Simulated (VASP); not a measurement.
Set up this calculation in VASP 6.6.1, as the native input.

| Item | Value |
| --- | --- |
| Task | single point |
| Functional | PBEsol |
| Potentials or basis | VASP PAW PBE potentials, release 64 (Li_sv) |
| Cutoff | 520 eV |
| k mesh | 22 × 22 × 22 |
| Occupations | fermi-dirac, width 0.05 eV |
| Spin | no spin polarisation |
| Dipole correction | no |
| Further INCAR settings | ALGO = Normal; EDIFF = 1e-06; NBANDS = 8 |

The structure of Li lies in POSCAR:

```
Li
1.0
    0.0000000000      2.0763190682      2.0763190682
    2.0763190682      0.0000000000      2.0763190682
    2.0763190682      2.0763190682      0.0000000000
Li
1
Direct
    0.0000000000      0.0000000000      0.0000000000
```

These files were run (other wordings do the same):

INCAR

```
ALGO = Normal
EDIFF = 1E-6
ENCUT = 520
GGA = PS
ISIF = 2
ISMEAR = -1
LASPH = T
LCHARG = F
LREAL = F
LWAVE = F
NBANDS = 8
NELM = 60
PREC = Accurate
SIGMA = 0.05
```

KPOINTS

```
k-points
0
Gamma
  22 22 22
```

Potentials or basis: VASP PAW PBE potentials, release 64 (Li_sv).

Command:

```sh
$ cat potpaw_PBE.64/Li_sv/POTCAR > POTCAR
$ mpirun -np 1 vasp_std > vasp.out
```

Run time: 17 s on 1 thread of Intel(R) Xeon(R) 6975P-C (Granite Rapids), with other jobs on the host, peak memory 0.16 GiB.
